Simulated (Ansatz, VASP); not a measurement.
**One calculation of Li3Cd2Pb2, two programs**

```
CELL_PARAMETERS angstrom
5.24226 -3.10304 0.00000
5.24226 3.10304 0.00000
-0.34740 0.00000 4.45244
ATOMIC_POSITIONS crystal
Li 0.64736 0.35264 0.50000
Li 0.35264 0.64736 0.50000
Li 0.00000 0.00000 0.50000
Cd 0.83872 0.16128 0.00000
Cd 0.16128 0.83872 0.00000
Pb 0.00000 0.50000 0.50000
Pb 0.50000 0.00000 0.50000
```

Alike in both runs: task relaxation of cell and atoms; functional PBE; k mesh 3 × 3 × 4; occupations gaussian, width 0.2 eV; no spin polarisation.

```csv
,VASP,Ansatz
version,VASP 6.6.1,Ansatz 0.2.0
potentials or method,"VASP PAW PBE potentials, release 64 (Li_sv, Cd, Pb_d), cutoff 600 eV","scalar-relativistic, plane waves, PAW"
valence electrons in the cell,61,77
```

Ansatz gave:

```
gap on the k mesh at the Fermi level, each at its own relaxed structure (eV) : none
relaxed volume (Å³/atom)                                                     : 26.20
relaxed cell length with the largest relative difference (Å)                 : 4.941
```

Estimate VASP's values.

gap on the k mesh at the Fermi level, each at its own relaxed structure (eV): none; relaxed volume (Å³/atom): 26.11; relaxed cell length with the largest relative difference (Å): 4.928.

A gap of «none» marks a metal or a gap that the smearing closes. VASP's potentials hold 61 valence electrons a cell and Ansatz's 77, so a difference there can come from the potentials and not from the codes.

The k mesh is coarse, so the values compare programs but aren't converged. Neither program's run includes spin-orbit coupling. Noted on VASP's run: the cutoff is short for stress, so the pressure is rough; the volume moved by over 15 % at a fixed basis, so the end points are rough.
